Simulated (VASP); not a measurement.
Input of a VASP 6.6.1 run:

Contents of INCAR:

```
SYSTEM = Na
ALGO = Fast
EDIFF = 1E-6
ENCUT = 520
GGA = PE
ISIF = 2
ISMEAR = 1
LASPH = .True.
LCHARG = .True.
LELF = .True.
LREAL = .False.
LVHAR = .True.
LWAVE = .False.
NBANDS = 10
NELM = 60
PREC = Accurate
SIGMA = 0.1
```

File KPOINTS:

```
k-points
0
Gamma
  9 9 9
  0 0 0
```

Contents of POSCAR:

```
Na
1.0
    3.6326195227      0.0000000000      0.0000000000
   -1.2108731740      3.4248665308      0.0000000000
   -1.2108731740     -1.7124332648      2.9660214206
Na
1
Direct
    0.0000000000      0.0000000000      0.0000000000
```

Potentials or basis: VASP PAW PBE potentials, release 64 (Na_pv).

Run with:

```sh
$ cat potpaw_PBE.64/Na_pv/POTCAR > POTCAR
$ mpirun -np 1 vasp_std > vasp.out
```

(1) Estimate the pressure.

Answers

(1) -0.1 GPa.
